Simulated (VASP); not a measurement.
# Be (P6_3/mmc) in VASP: electric field gradients with PBEsol

Aim: the electric field gradients of Be with PBEsol.

Program: VASP 6.6.1. These are calculated values, not measurements. Logs are shortened: lines on timing, memory, paths and dates and some standing lists are left out, and cuts for length are marked.

### 1 The cell of the first run

The structure is hexagonal, space group P6_3/mmc (No. 194). Conventional cell: a = 2.265 Å, b = 2.265 Å, c = 3.574 Å, α = 90.00°, β = 90.00°, γ = 120.00°. Be (site symmetry -6m2) has 12 Be at 2.21 to 2.26 Å within 2.9 Å.

### 2 Electric field gradients, PBEsol, collinear spin, ferromagnetic start

INCAR

```
SYSTEM = Be
PREC = Accurate
ENCUT = 520
EDIFF = 1E-8
ISMEAR = 0
SIGMA = 0.067
LREAL = .FALSE.
LASPH = .TRUE.
NELM = 150
ALGO = Normal
ISIF = 2
LWAVE = .FALSE.
LCHARG = .FALSE.
ISPIN = 2
MAGMOM = 0.56 0.56
LORBIT = 11
GGA = PS
LEFG = .TRUE.
NBANDS = 13
```

KPOINTS

```
Automatic mesh
0
G
  3 3 1
  0 0 0
```

POSCAR

```
Be
1.0
    2.2647826536      0.0000000000      0.0000000000
   -1.1323913268      1.9613593121      0.0000000000
    0.0000000000      0.0000000000      3.5741024600
Be
2
Direct
    0.3333333333      0.6666666667      0.7500000000
    0.6666666667      0.3333333333      0.2500000000
```

Potentials or basis: VASP PAW PBE potentials, release 64 (Be).

Launch:

```sh
cat potpaw_PBE.64/Be/POTCAR > POTCAR
mpirun -np 1 vasp_std > vasp.out
```

OUTCAR:

```text
SYSTEM = Be
   PREC = Accurate
   ENCUT = 520
   EDIFF = 1E-8
   ISMEAR = 0
   LREAL = .FALSE.
   LASPH = .TRUE.
   NELM = 150
   ISIF = 2
   ISPIN = 2
   LORBIT = 11
   GGA = PS

 ion  position               nearest neighbor table
   1  0.333  0.667  0.750-   2 2.21   2 2.21   2 2.21   2 2.21   2 2.21   2 2.21
   2  0.667  0.333  0.250-   1 2.21   1 2.21   1 2.21   1 2.21   1 2.21   1 2.21

  LATTYP: Found a hexagonal cell.
 ALAT       =     2.2647826536
 C/A-ratio  =     1.5781216155

  Lattice vectors:

 A1 = (   2.2647826536,   0.0000000000,   0.0000000000)
 A2 = (  -1.1323913268,   1.9613593121,   0.0000000000)
 A3 = (   0.0000000000,   0.0000000000,   3.5741024600)

Analysis of symmetry for initial positions (statically):
=====================================================================
 Subroutine PRICEL returns:
 Original cell was already a primitive cell.

 Routine SETGRP: Setting up the symmetry group for a
 hexagonal supercell.

 Subroutine GETGRP returns: Found 24 space group operations
 (whereof 12 operations were pure point group operations)
 out of a pool of 24 trial point group operations.

The static configuration has the point symmetry D_3d.
 The point group associated with its full space group is D_6h.

Analysis of symmetry for dynamics (positions and initial velocities):
=====================================================================
 Subroutine PRICEL returns:
 Original cell was already a primitive cell.

 Routine SETGRP: Setting up the symmetry group for a
 hexagonal supercell.

 Subroutine GETGRP returns: Found 24 space group operations
 (whereof 12 operations were pure point group operations)
 out of a pool of 24 trial point group operations.

The dynamic configuration has the point symmetry D_3d.
 The point group associated with its full space group is D_6h.

Analysis of structural, dynamic, and magnetic symmetry:
=====================================================================
 Subroutine PRICEL returns:
 Original cell was already a primitive cell.

 Routine SETGRP: Setting up the symmetry group for a
 hexagonal supercell.

 Subroutine GETGRP returns: Found 24 space group operations
 (whereof 12 operations were pure point group operations)
 out of a pool of 24 trial point group operations.

The overall configuration has the point symmetry D_3d.
 The point group associated with its full space group is D_6h.

 Subroutine INISYM returns: Found 24 space group operations
 (whereof 12 operations are pure point group operations),
 and found     1 'primitive' translations

----------------------------------------------------------------------------------------

                                     Primitive cell

  volume of cell :      15.8764

  direct lattice vectors                    reciprocal lattice vectors
     2.264782654  0.000000000  0.000000000     0.441543474  0.254925243  0.000000000
    -1.132391327  1.961359312  0.000000000     0.000000000  0.509850487  0.000000000
     0.000000000  0.000000000  3.574102460     0.000000000  0.000000000  0.279790524

  length of vectors
     2.264782654  2.264782654  3.574102460     0.509850487  0.509850487  0.279790524

  position of ions in fractional coordinates (direct lattice)
     0.333333333  0.666666667  0.750000000
     0.666666667  0.333333333  0.250000000

  ion indices of the primitive-cell ions
   primitive index   ion index
                 1           1
                 2           2

----------------------------------------------------------------------------------------

 KPOINTS: Automatic mesh

Automatic generation of k-mesh.
 Grid dimensions read from file:
 generate k-points for:    3    3    1

 Generating k-lattice:

  Cartesian coordinates                     Fractional coordinates (reciprocal lattice)
     0.147181158  0.084975081  0.000000000     0.333333333  0.000000000  0.000000000
     0.000000000  0.169950162  0.000000000     0.000000000  0.333333333  0.000000000
     0.000000000  0.000000000  0.279790524     0.000000000  0.000000000  1.000000000

  Length of vectors
     0.169950162  0.169950162  0.279790524

  Shift w.r.t. Gamma in fractional coordinates (k-lattice)
     0.000000000  0.000000000  0.000000000

 Subroutine IBZKPT returns following result:
 ===========================================

 Found      3 irreducible k-points:

 Following reciprocal coordinates:
            Coordinates               Weight
  0.000000  0.000000  0.000000      1.000000
  0.333333  0.000000  0.000000      6.000000
  0.333333  0.333333  0.000000      2.000000
   k-points           NKPTS =      3   k-points in BZ     NKDIM =      3   number of bands    NBANDS=     13
   number of dos      NEDOS =    301   number of ions     NIONS =      2
   total plane-waves  NPLWV =   9072
   dimension x,y,z NGX =    18 NGY =   18 NGZ =   28
   dimension x,y,z NGXF=    36 NGYF=   36 NGZF=   56
   ions per type =               2
   NGX,Y,Z   is equivalent  to a cutoff of  13.21, 13.21, 13.02 a.u.
   NGXF,Y,Z  is equivalent  to a cutoff of  26.43, 26.43, 26.05 a.u.
 SYSTEM =  Be
   PREC   = accura    normal or accurate (medium, high low for compatibility)
   ISTART =      0    job   : 0-new  1-cont  2-samecut
   ICHARG =      2    charge: 1-file 2-atom 10-const
   ISPIN  =      2    spin polarized calculation?
   LNONCOLLINEAR =      F non collinear calculations
   LSORBIT =      F    spin-orbit coupling
   LASPH  =      T    aspherical Exc in radial PAW
   ENCUT  =  520.0 eV  38.22 Ry    6.18 a.u.   4.21  4.21  6.65*2*pi/ulx,y,z
   NELM   =    150;   NELMIN=  2; NELMDL= -5     # of ELM steps
   EDIFF  = 0.1E-07   stopping-criterion for ELM
   LREAL  =      F    real-space projection
   EDIFFG = 0.1E-06   stopping-criterion for IOM
   NSW    =      0    number of steps for IOM
   IBRION =     -1    ionic relax: 0-MD 1-quasi-New 2-CG
   NFREE  =      0    steps in history (QN), initial steepest desc. (CG)
   ISIF   =      2    stress and relaxation
   ISYM   =      2    0-nonsym 1-usesym 2-fastsym
   POTIM  = 0.5000    time-step for ionic-motion
   TEBEG  =    0.0;   TEEND  =   0.0 temperature during run
   PSTRESS=    0.0 pullay stress
   NELECT =       4.0000    total number of electrons
   NUPDOWN=      -1.0000    fix difference up-down
   EMIN   =  10.00;   EMAX   =-10.00  energy-range for DOS
   EFERMI =   0.00;   METHOD = LEGACY
   ISMEAR =     0;   SIGMA  =   0.07  broadening in eV -4-tet -1-fermi 0-gaus
   EFERMI_NEDOS =   21; number of points for ismear=-14 and -15
   IALGO  =     38    algorithm
   IMIX   =      4    mixing-type and parameters
     AMIX     =   0.40;   BMIX     =  1.00
     AMIX_MAG =   1.60;   BMIX_MAG =  1.00
  volume/ion in A,a.u.               =       7.94        53.57
  Fermi-wavevector in a.u.,A,eV,Ry     =   1.033978  1.953935 14.546129  1.069110
  Thomas-Fermi vector in A             =   2.168251
   LORBIT       =     11    0 simple, 1 ext, 2 COOP (PROOUT), +10 PAW based schemes
   GGA     = PS    functional components
   LHFCALC =     F    Hartree Fock is set to
   AEXX    =    0.0000 exact exchange contribution
   IVDW    =     0    specifies the selected vdW correction
   LEPSILON=     F    determine dielectric tensor
   LRPA    =     F    only Hartree local field effects (RPA)
 spin polarized calculation
 Gauss-broadening in eV      SIGMA  =   0.07
  energy-cutoff  :      520.00
  volume of cell :       15.88
 maximum number of plane-waves:       438
 NGX is ok and might be reduce to    18
   NGX =  9   NGY =  9   NGZ = 13

 number of electron       4.0000000 magnetization       0.8888936

 Free energy of the ion-electron system (eV)
  ---------------------------------------------------
  ext. energy  EPLUGINS =         0.00000000
  ---------------------------------------------------
  free energy    TOTEN  =        -4.51864064 eV

  energy without entropy =       -4.50715667  energy(sigma->0) =       -4.51289866

 E-fermi :   7.1043     XC(G=0): -10.5493

 val. band max:        6.4641151490   @ k =   0.3333   0.3333   0.0000
 cond. band min:       7.1247115848   @ k =   0.3333   0.0000   0.0000
 fundamental gap:      0.6605964358
 Fermi energy:         7.1043053818

 spin component 1

 k-point     1 :       0.0000    0.0000    0.0000
  band No.  band energies     occupation
      1      -4.7488      1.00000
      2       1.9593      1.00000
      3       7.8165      0.00000
      4      22.6371      0.00000
      5      22.6371      0.00000
      6      25.5130      0.00000
      7      25.5130      0.00000
      8      27.2592      0.00000
      9      33.6585      0.00000
     10      35.0641      0.00000
     11      35.0641      0.00000
     12      36.3000      0.00000
     13      39.6334      0.00000

 k-point     2 :       0.3333    0.0000    0.0000
  band No.  band energies     occupation
      1      -1.5516      1.00000
      2       6.0855      1.00000
      3       7.1247      0.33333
      4      12.9554      0.00000
      5      17.0129      0.00000
      6      18.5824      0.00000
      7      20.3137      0.00000
      8      24.4209      0.00000
      9      26.1770      0.00000
     10      29.8306      0.00000
     11      33.8430      0.00000
     12      36.6376      0.00000
     13      39.3936      0.00000

 k-point     3 :       0.3333    0.3333    0.0000
  band No.  band energies     occupation
      1       4.1793      1.00000
      2       5.5890      1.00000
      3       5.5890      1.00000
      4      13.0726      0.00000
      5      13.0726      0.00000
      6      13.4666      0.00000
      7      18.6522      0.00000
      8      20.5981      0.00000
      9      20.5981      0.00000
     10      38.0591      0.00000
     11      39.6764      0.00000
     12      39.6764      0.00000
     13      42.3740      0.00000
 Fermi energy:         7.1043053818

 spin component 2

 k-point     1 :       0.0000    0.0000    0.0000
  band No.  band energies     occupation
      1      -3.8497      1.00000
      2       3.2870      1.00000
      3       8.2290      0.00000
      4      23.3726      0.00000
      5      23.3726      0.00000
      6      26.1084      0.00000
      7      26.1084      0.00000
      8      28.5417      0.00000
      9      34.5127      0.00000
     10      35.6352      0.00000
     11      35.6352      0.00000
     12      37.4992      0.00000
     13      40.0840      0.00000

 k-point     2 :       0.3333    0.0000    0.0000
  band No.  band energies     occupation
      1      -0.6977      1.00000
      2       7.4329      0.00000
      3       7.7537      0.00000
      4      13.6204      0.00000
      5      17.7550      0.00000
      6      19.9450      0.00000
      7      20.7880      0.00000
      8      24.8725      0.00000
      9      27.2147      0.00000
     10      31.0046      0.00000
     11      35.1325      0.00000
     12      37.1812      0.00000
     13      40.3817      0.00000

 k-point     3 :       0.3333    0.3333    0.0000
  band No.  band energies     occupation
      1       4.8414      1.00000
      2       6.4641      1.00000
      3       6.4641      1.00000
      4      13.8428      0.00000
      5      14.5028      0.00000
      6      14.5028      0.00000
      7      19.7110      0.00000
      8      21.2661      0.00000
      9      21.2661      0.00000
     10      38.7073      0.00000
     11      40.4535      0.00000
     12      40.4535      0.00000
     13      43.4227      0.00000

------------------------ aborting loop because EDIFF is reached ----------------------------------------

  FORCE on cell =-STRESS in cart. coord.  units (eV):
  Direction    XX          YY          ZZ          XY          YZ          ZX
  --------------------------------------------------------------------------------------
  -------------------------------------------------------------------------------------
  Total        3.7435240      3.7435240     -0.8054760      0.0000000     -0.0000000     -0.0000000
  in kB      377.7813485    377.7813485    -81.2853864      0.0000000     -0.0000000     -0.0000000
  external PRESSURE =     224.7591035 kB  Pullay stress =       0.0000000 kB

 VOLUME and BASIS-vectors are now :
 -----------------------------------------------------------------------------
  energy-cutoff  :      520.00
  volume of cell :       15.88
      direct lattice vectors                 reciprocal lattice vectors
     2.264782654  0.000000000  0.000000000     0.441543474  0.254925243  0.000000000
    -1.132391327  1.961359312  0.000000000     0.000000000  0.509850487  0.000000000
     0.000000000  0.000000000  3.574102460     0.000000000  0.000000000  0.279790524

 POSITION                                       TOTAL-FORCE (eV/Angst)
 -----------------------------------------------------------------------------------
     -0.00000      1.30757      2.68058         0.000000      0.000000      0.000000
      1.13239      0.65379      0.89353        -0.000000      0.000000      0.000000
 -----------------------------------------------------------------------------------
    total drift:                                0.000000     -0.000000     -0.000000

  FREE ENERGIE OF THE ION-ELECTRON SYSTEM (eV)
  ---------------------------------------------------
  free  energy   TOTEN  =        -4.5186406419 eV

  energy  without entropy=       -4.5071566692  energy(sigma->0) =       -4.51289866

 Electric field gradients (V/A^2)
---------------------------------------------------------------------
 ion       V_xx      V_yy      V_zz      V_xy      V_xz      V_yz
---------------------------------------------------------------------
   1       1.755     1.755    -3.511    -0.000     0.000    -0.000
   2       1.755     1.755    -3.511    -0.000    -0.000     0.000
---------------------------------------------------------------------

 Electric field gradients after diagonalization (V/A^2)
 (convention: |V_zz| > |V_xx| > |V_yy|)
----------------------------------------------------------------------
 ion       V_xx      V_yy      V_zz     asymmetry (V_yy - V_xx)/ V_zz
----------------------------------------------------------------------
   1       1.755     1.755    -3.511       0.000
   2       1.755     1.755    -3.511       0.000
----------------------------------------------------------------------

           NMR quadrupolar parameters

 Cq : quadrupolar parameter    Cq=e*Q*V_zz/h
 eta: asymmetry parameters     (V_yy - V_xx)/ V_zz
 Q  : nuclear electric quadrupole moment in mb (millibarn)
----------------------------------------------------------------------
 ion       Cq(MHz)       eta       Q (mb)
----------------------------------------------------------------------
   1      -0.008       0.000       1.000
   2      -0.008       0.000       1.000
----------------------------------------------------------------------

 total charge

# of ion       s       p       d       tot
------------------------------------------
    1        0.388   0.778   0.000   1.166
    2        0.388   0.778   0.000   1.166
--------------------------------------------------
tot          0.777   1.556   0.000   2.333

 magnetization (x)

# of ion       s       p       d       tot
------------------------------------------
    1        0.009   0.256   0.000   0.266
    2        0.009   0.256   0.000   0.266
--------------------------------------------------
tot          0.019   0.512   0.000   0.531
```

It took 3.8 s on 1 thread of Intel Xeon Platinum 8259CL at 2.50GHz (Skylake/Cascade Lake), shared host; peak memory 0.12 GiB.

What came out:

```yaml
Free_energy: -4.5186 eV
Pressure: 22.5 GPa
Net_moment: 0.89 μB per cell
Site_moments: Be +0.27 μB
Valence_electrons_inside_the_program's_atomic_spheres: Be 1.17
```

Stress tensor (GPa, compression positive):
```
37.78  0.00  0.00
 0.00 37.78  0.00
 0.00  0.00 -8.13
```

Electric field gradients, principal values (V/Å²):
```csv
atom,least,middle,greatest (by size)
1 Be,1.755,1.755,-3.511
2 Be,1.755,1.755,-3.511
```

Caveat: the k points lie up to 1.76 Å⁻¹ apart; without QUAD_EFG the Cq values of the log hold for a quadrupole moment of 1 mb, not for the nuclei; the PAW data sets were made with another functional, which shifts forces and pressure a little.
